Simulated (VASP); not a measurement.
# WC (P3m1) in VASP: notebook, part 2 of 2

VASP 6.6.1. The steps go on from the part before.

### Step 3. Single point, PBE (mode 4 (566.4 1/cm) frozen in, largest displacement +0.225 Å)

The input, INCAR:

```
  PREC = Accurate
  ENCUT = 520
  EDIFF = 1E-6
  ISMEAR = 0
  SIGMA = 0.15
  LREAL = False
  LASPH = True
  NELM = 60
  ALGO = Normal
  ISIF = 2
  LWAVE = False
  LCHARG = False
  GGA = PE
  NBANDS = 16
```

The input, KPOINTS:

```
regular mesh
0
Gamma
  24 24 22
```

The input, POSCAR:

```
WC
1.0
    2.9217716515      0.0000000000      0.0000000000
   -1.4608858258      2.5303284743      0.0000000000
    0.0000000000      0.0000000000      2.8470758817
W C
1 1
Direct
    0.0000000000      0.0000000000     -0.0051632438
    0.6666666667      0.3333333333      0.5790284521
```

Potentials or basis: VASP PAW PBE potentials, release 64 (W_sv, C).

Launch:

```console
> cat potpaw_PBE.64/W_sv/POTCAR potpaw_PBE.64/C/POTCAR > POTCAR
> mpirun -np 1 vasp_std > vasp.out
```

OUTCAR:

```text
PREC = Accurate
   ENCUT = 520
   EDIFF = 1E-6
   ISMEAR = 0
   LREAL = False
   LASPH = True
   NELM = 60
   ISIF = 2
   GGA = PE

 ion  position               nearest neighbor table
   1  0.000  0.000  0.995-   2 2.06   2 2.06   2 2.06   2 2.37   2 2.37   2 2.37
   2  0.667  0.333  0.579-   1 2.06   1 2.06   1 2.06   1 2.37   1 2.37   1 2.37

  LATTYP: Found a hexagonal cell.
 ALAT       =     2.9217716515
 C/A-ratio  =     0.9744347681

  Lattice vectors:

 A1 = (   2.9217716515,   0.0000000000,   0.0000000000)
 A2 = (  -1.4608858258,   2.5303284743,   0.0000000000)
 A3 = (   0.0000000000,   0.0000000000,   2.8470758817)

Analysis of symmetry for initial positions (statically):
=====================================================================
 Subroutine PRICEL returns:
 Original cell was already a primitive cell.

 Routine SETGRP: Setting up the symmetry group for a
 hexagonal supercell.

 Subroutine GETGRP returns: Found  6 space group operations
 (whereof  6 operations were pure point group operations)
 out of a pool of 24 trial point group operations.

The static configuration has the point symmetry C_3v.

Analysis of symmetry for dynamics (positions and initial velocities):
=====================================================================
 Subroutine PRICEL returns:
 Original cell was already a primitive cell.

 Routine SETGRP: Setting up the symmetry group for a
 hexagonal supercell.

 Subroutine GETGRP returns: Found  6 space group operations
 (whereof  6 operations were pure point group operations)
 out of a pool of 24 trial point group operations.

The dynamic configuration has the point symmetry C_3v.

 Subroutine INISYM returns: Found  6 space group operations
 (whereof  6 operations are pure point group operations),
 and found     1 'primitive' translations

----------------------------------------------------------------------------------------

                                     Primitive cell

  volume of cell :      21.0486

  direct lattice vectors                    reciprocal lattice vectors
     2.921771651  0.000000000  0.000000000     0.342258095  0.197602803  0.000000000
    -1.460885826  2.530328474  0.000000000     0.000000000  0.395205607  0.000000000
     0.000000000  0.000000000  2.847075882     0.000000000  0.000000000  0.351237565

  length of vectors
     2.921771651  2.921771652  2.847075882     0.395205607  0.395205607  0.351237565

  position of ions in fractional coordinates (direct lattice)
     0.000000000  0.000000000  0.994836756
     0.666666667  0.333333333  0.579028452

  ion indices of the primitive-cell ions
   primitive index   ion index
                 1           1
                 2           2

----------------------------------------------------------------------------------------

 KPOINTS: regular mesh

Automatic generation of k-mesh.
 Grid dimensions read from file:
 generate k-points for:   24   24   22

 Generating k-lattice:

  Cartesian coordinates                     Fractional coordinates (reciprocal lattice)
     0.014260754  0.008233450  0.000000000     0.041666667 -0.000000000  0.000000000
     0.000000000  0.016466900  0.000000000     0.000000000  0.041666667  0.000000000
     0.000000000  0.000000000  0.015965344     0.000000000  0.000000000  0.045454545

  Length of vectors
     0.016466900  0.016466900  0.015965344

  Shift w.r.t. Gamma in fractional coordinates (k-lattice)
     0.000000000  0.000000000  0.000000000

 Subroutine IBZKPT returns following result:
 ===========================================

 Found   1212 irreducible k-points:

 Following reciprocal coordinates:
            Coordinates               Weight
  0.000000  0.000000  0.000000      1.000000
  0.041667 -0.000000  0.000000      6.000000
  0.083333  0.000000  0.000000      6.000000
  0.125000  0.000000  0.000000      6.000000
  0.166667  0.000000  0.000000      6.000000
  0.208333  0.000000  0.000000      6.000000
[... 16 lines left out ...]
  0.416667  0.041667  0.000000     12.000000
  0.458333  0.041667  0.000000     12.000000
 [... further k-points ...]
   k-points           NKPTS =   1212   k-points in BZ     NKDIM =   1212   number of bands    NBANDS=     16
   number of dos      NEDOS =    301   number of ions     NIONS =      2
   total plane-waves  NPLWV =  13824
   dimension x,y,z NGX =    24 NGY =   24 NGZ =   24
   dimension x,y,z NGXF=    48 NGYF=   48 NGZF=   48
   ions per type =               1   1
   NGX,Y,Z   is equivalent  to a cutoff of  13.66, 13.66, 14.01 a.u.
   NGXF,Y,Z  is equivalent  to a cutoff of  27.31, 27.31, 28.03 a.u.
 SYSTEM =  unknown system
   PREC   = accura    normal or accurate (medium, high low for compatibility)
   ISTART =      0    job   : 0-new  1-cont  2-samecut
   ICHARG =      2    charge: 1-file 2-atom 10-const
   ISPIN  =      1    spin polarized calculation?
   LNONCOLLINEAR =      F non collinear calculations
   LSORBIT =      F    spin-orbit coupling
   LASPH  =      T    aspherical Exc in radial PAW
   ENCUT  =  520.0 eV  38.22 Ry    6.18 a.u.   5.43  5.43  5.29*2*pi/ulx,y,z
   NELM   =     60;   NELMIN=  2; NELMDL= -5     # of ELM steps
   EDIFF  = 0.1E-05   stopping-criterion for ELM
   LREAL  =      F    real-space projection
   EDIFFG = 0.1E-04   stopping-criterion for IOM
   NSW    =      0    number of steps for IOM
   IBRION =     -1    ionic relax: 0-MD 1-quasi-New 2-CG
   NFREE  =      0    steps in history (QN), initial steepest desc. (CG)
   ISIF   =      2    stress and relaxation
   ISYM   =      2    0-nonsym 1-usesym 2-fastsym
   POTIM  = 0.5000    time-step for ionic-motion
   TEBEG  =    0.0;   TEEND  =   0.0 temperature during run
   PSTRESS=    0.0 pullay stress
   NELECT =      18.0000    total number of electrons
   NUPDOWN=      -1.0000    fix difference up-down
   EMIN   =  10.00;   EMAX   =-10.00  energy-range for DOS
   EFERMI =   0.00;   METHOD = LEGACY
   ISMEAR =     0;   SIGMA  =   0.15  broadening in eV -4-tet -1-fermi 0-gaus
   EFERMI_NEDOS =   21; number of points for ismear=-14 and -15
   IALGO  =     38    algorithm
   IMIX   =      4    mixing-type and parameters
     AMIX     =   0.40;   BMIX     =  1.00
     AMIX_MAG =   1.60;   BMIX_MAG =  1.00
  volume/ion in A,a.u.               =      10.52        71.02
  Fermi-wavevector in a.u.,A,eV,Ry     =   1.553907  2.936458 32.852980  2.414626
  Thomas-Fermi vector in A             =   2.658070
   LORBIT       =      0    0 simple, 1 ext, 2 COOP (PROOUT), +10 PAW based schemes
   GGA     = PE    functional components
   LHFCALC =     F    Hartree Fock is set to
   AEXX    =    0.0000 exact exchange contribution
   IVDW    =     0    specifies the selected vdW correction
   LEPSILON=     F    determine dielectric tensor
   LRPA    =     F    only Hartree local field effects (RPA)
 non-spin polarized calculation
 Gauss-broadening in eV      SIGMA  =   0.15
  energy-cutoff  :      520.00
  volume of cell :       21.05
 maximum number of plane-waves:       587
 NGX is ok and might be reduce to    24
   NGX = 11   NGY = 11   NGZ = 11

 number of electron      18.0000001 magnetization

 Free energy of the ion-electron system (eV)
  ---------------------------------------------------
  ext. energy  EPLUGINS =         0.00000000
  ---------------------------------------------------
  free energy    TOTEN  =       -22.04382559 eV

  energy without entropy =      -22.04033660  energy(sigma->0) =      -22.04208110

 E-fermi :  11.0166     XC(G=0): -13.6850

 val. band max:       11.0148767703   @ k =   0.0833   0.0833   0.4545
 cond. band min:      11.0178026872   @ k =   0.4583   0.0000   0.4545
 fundamental gap:      0.0029259169
 Fermi energy:        11.0165588311

 k-point     1 :       0.0000    0.0000    0.0000
  band No.  band energies     occupation
      1     -63.0525      2.00000
      2     -27.0490      2.00000
      3     -26.9826      2.00000
      4     -26.9826      2.00000
      5      -3.4475      2.00000
      6       6.0548      2.00000
[... 8 lines left out ...]
     15      23.7911      0.00000
     16      27.5966      0.00000
[... 419 lines left out ...]
 k-point    24 :       0.4583    0.0417    0.0000
  band No.  band energies     occupation
      1     -62.9971      2.00000
      2     -27.7683      2.00000
      3     -27.1767      2.00000
      4     -26.9432      2.00000
      5      -0.2751      2.00000
      6       3.9687      2.00000
[... 8 lines left out ...]
     15      24.0215      0.00000
     16      27.3790      0.00000

 [... further k-points ...]
[... 5 lines left out ...]
  --------------------------------------------------------------------------------------
  -------------------------------------------------------------------------------------
  Total        1.6377321      1.6377321      2.0230979     -0.0000000      0.0000000      0.0000000
  in kB      124.6611810    124.6611810    153.9945235     -0.0000000      0.0000000      0.0000000
  external PRESSURE =     134.4389618 kB  Pullay stress =       0.0000000 kB

 VOLUME and BASIS-vectors are now :
 -----------------------------------------------------------------------------
  energy-cutoff  :      520.00
  volume of cell :       21.05
      direct lattice vectors                 reciprocal lattice vectors
     2.921771651  0.000000000  0.000000000     0.342258095  0.197602803  0.000000000
    -1.460885826  2.530328474  0.000000000     0.000000000  0.395205607  0.000000000
     0.000000000  0.000000000  2.847075882     0.000000000  0.000000000  0.351237565

 POSITION                                       TOTAL-FORCE (eV/Angst)
 -----------------------------------------------------------------------------------
      0.00000      0.00000      2.83238        -0.000000     -0.000000      3.580875
      1.46089      0.84344      1.64854         0.000000      0.000000     -3.580875
 -----------------------------------------------------------------------------------
    total drift:                               -0.000000      0.000000     -0.000666

  FREE ENERGIE OF THE ION-ELECTRON SYSTEM (eV)
  ---------------------------------------------------
  free  energy   TOTEN  =       -22.0438255859 eV

  energy  without entropy=      -22.0403366048  energy(sigma->0) =      -22.04208110
```

OSZICAR:

```text
N       E                     dE             d eps       ncg     rms          rms(c)
DAV:   1     0.111088579657E+03    0.11109E+03   -0.93687E+03 38880   0.125E+03
DAV:   2    -0.218894787283E+02   -0.13298E+03   -0.12846E+03 46216   0.337E+02
DAV:   3    -0.251281762871E+02   -0.32387E+01   -0.32275E+01 42824   0.501E+01
DAV:   4    -0.251453101386E+02   -0.17134E-01   -0.17133E-01 49720   0.410E+00
DAV:   5    -0.251454375765E+02   -0.12744E-03   -0.12744E-03 43000   0.337E-01    0.333E+01
DAV:   6    -0.221358263328E+02    0.30096E+01   -0.58000E+00 46072   0.262E+01    0.898E+00
DAV:   7    -0.220713789917E+02    0.64447E-01   -0.44321E-01 39248   0.534E+00    0.647E+00
DAV:   8    -0.220451232360E+02    0.26256E-01   -0.61605E-02 43424   0.215E+00    0.790E-01
DAV:   9    -0.220438811477E+02    0.12421E-02   -0.33437E-03 42680   0.438E-01    0.130E-01
DAV:  10    -0.220438267097E+02    0.54438E-04   -0.36139E-04 46640   0.209E-01    0.448E-02
DAV:  11    -0.220438258854E+02    0.82432E-06   -0.13857E-05 45480   0.378E-02    0.113E-02
DAV:  12    -0.220438255859E+02    0.29956E-06   -0.19605E-06 36224   0.144E-02
   1 F= -.22043826E+02 E0= -.22042081E+02  d E =-.348898E-02
```

Wall time 11 min (1 thread of AMD EPYC 7R13, shared host); peak memory 0.46 GiB.

Results:

```
Free energy            : -22.0438 eV
Pressure               : 13.4 GPa
Largest force          : 3.581 eV/Å
Band gap on the k mesh : zero (band 9 reaches 11.96 eV, above the bottom of band 10 at 10.59 eV)
```

Forces on the atoms (eV/Å):
```
W    0.000  0.000  3.581
C    0.000  0.000 -3.581
```

Caveat: the cell differs from its parent crystal (mode 4 (566.4 1/cm) frozen in, largest displacement +0.225 Å); spin-orbit coupling is left out, which moves the levels of the heavy elements; forces of over 1 eV/Å act on the atoms, so gaps and moduli don't describe the material at rest.

### Step 4. Single point, PBE (mode 4 (566.4 1/cm) frozen in, largest displacement -0.150 Å)

The input, INCAR:

```
PREC = Accurate ; ENCUT = 520
EDIFF = 1E-7 ; ISMEAR = 0
SIGMA = 0.15 ; LREAL = F
LASPH = T ; NELM = 60
ALGO = Normal ; ISIF = 2
LWAVE = F ; LCHARG = T
GGA = PE ; LELF = T
LVHAR = T ; NBANDS = 16
```

KPOINTS is that of step 3.

The input, POSCAR:

```
WC
1.0
    2.9217716515      0.0000000000      0.0000000000
   -1.4608858258      2.5303284743      0.0000000000
    0.0000000000      0.0000000000      2.8470758817
W C
1 1
Direct
    0.0000000000      0.0000000000      0.0034421625
    0.6666666667      0.3333333333      0.4473143653
```

Potentials or basis: VASP PAW PBE potentials, release 64 (W_sv, C).

Launch:

```console
> cat potpaw_PBE.64/W_sv/POTCAR potpaw_PBE.64/C/POTCAR > POTCAR
> mpirun -np 1 vasp_std > vasp.out
```

OUTCAR:

```text
PREC = Accurate
   ENCUT = 520
   EDIFF = 1E-7
   ISMEAR = 0
   LREAL = F
   LASPH = T
   NELM = 60
   ISIF = 2
   GGA = PE

 ion  position               nearest neighbor table
   1  0.000  0.000  0.003-   2 2.11   2 2.11   2 2.11   2 2.31   2 2.31   2 2.31
   2  0.667  0.333  0.447-   1 2.11   1 2.11   1 2.11   1 2.31   1 2.31   1 2.31

  LATTYP: Found a hexagonal cell.
 ALAT       =     2.9217716515
 C/A-ratio  =     0.9744347681

  Lattice vectors:

[... 192 lines left out ...]
      5      -3.4555      2.00000
      6       6.3562      2.00000
[... 433 lines left out ...]
      3     -27.2027      2.00000
      4     -26.9838      2.00000
      5      -0.2147      2.00000
      6       3.9486      2.00000
[... 8 lines left out ...]
     15      23.7925      0.00000
     16      27.9056      0.00000

 [... further k-points ...]
[... 5 lines left out ...]
  --------------------------------------------------------------------------------------
  -------------------------------------------------------------------------------------
  Total        0.7590182      0.7590182      1.0826370     -0.0000000      0.0000000      0.0000000
  in kB       57.7750809     57.7750809     82.4083527     -0.0000000      0.0000000      0.0000000
  external PRESSURE =      65.9861715 kB  Pullay stress =       0.0000000 kB

 VOLUME and BASIS-vectors are now :
 -----------------------------------------------------------------------------
  energy-cutoff  :      520.00
  volume of cell :       21.05
      direct lattice vectors                 reciprocal lattice vectors
     2.921771651  0.000000000  0.000000000     0.342258095  0.197602803  0.000000000
    -1.460885826  2.530328474  0.000000000     0.000000000  0.395205607  0.000000000
     0.000000000  0.000000000  2.847075882     0.000000000  0.000000000  0.351237565

 POSITION                                       TOTAL-FORCE (eV/Angst)
 -----------------------------------------------------------------------------------
      0.00000      0.00000      0.00980         0.000000     -0.000000     -2.246426
      1.46089      0.84344      1.27354        -0.000000      0.000000      2.246426
 -----------------------------------------------------------------------------------
    total drift:                                0.000000     -0.000000      0.000018

  FREE ENERGIE OF THE ION-ELECTRON SYSTEM (eV)
  ---------------------------------------------------
  free  energy   TOTEN  =       -22.2757486453 eV

  energy  without entropy=      -22.2724995649  energy(sigma->0) =      -22.27412411
```

OSZICAR:

```text
N       E                     dE             d eps       ncg     rms          rms(c)
DAV:   1     0.110426933513E+03    0.11043E+03   -0.93615E+03 38896   0.125E+03
DAV:   2    -0.221498315472E+02   -0.13258E+03   -0.12813E+03 46456   0.337E+02
DAV:   3    -0.253499149328E+02   -0.32001E+01   -0.31896E+01 42808   0.498E+01
DAV:   4    -0.253667092640E+02   -0.16794E-01   -0.16794E-01 50248   0.407E+00
DAV:   5    -0.253668369286E+02   -0.12766E-03   -0.12767E-03 42864   0.336E-01    0.323E+01
DAV:   6    -0.223658249661E+02    0.30010E+01   -0.57997E+00 46616   0.260E+01    0.854E+00
DAV:   7    -0.223035534313E+02    0.62272E-01   -0.44170E-01 39664   0.522E+00    0.623E+00
DAV:   8    -0.222770158982E+02    0.26538E-01   -0.64712E-02 43912   0.219E+00    0.906E-01
DAV:   9    -0.222758110052E+02    0.12049E-02   -0.32014E-03 42776   0.434E-01    0.127E-01
DAV:  10    -0.222757505032E+02    0.60502E-04   -0.33704E-04 47304   0.206E-01    0.520E-02
DAV:  11    -0.222757493144E+02    0.11888E-05   -0.13807E-05 45144   0.364E-02    0.894E-03
DAV:  12    -0.222757487982E+02    0.51617E-06   -0.23252E-06 43200   0.145E-02    0.224E-03
DAV:  13    -0.222757486867E+02    0.11155E-06   -0.95534E-08 33704   0.304E-03    0.567E-04
DAV:  14    -0.222757486453E+02    0.41382E-07   -0.85521E-09 21296   0.105E-03
   1 F= -.22275749E+02 E0= -.22274124E+02  d E =-.324908E-02
```

Wall time 13 min (1 thread of AMD EPYC 7R13, shared host); peak memory 0.46 GiB.

Results:

| Quantity | Value |
| --- | --- |
| Free energy | -22.2757 eV |
| Pressure | 6.6 GPa |
| Largest force | 2.246 eV/Å |
| Band gap on the k mesh | zero (band 9 reaches 11.79 eV, above the bottom of band 10 at 10.46 eV) |

Forces in eV/Å, atoms in the order of the input:
```
W    0.000  0.000 -2.246
C    0.000  0.000  2.246
```

Caveat: the cell differs from its parent crystal (mode 4 (566.4 1/cm) frozen in, largest displacement -0.150 Å); spin-orbit coupling is left out, which moves the levels of the heavy elements; forces of over 1 eV/Å act on the atoms, so gaps and moduli don't describe the material at rest.
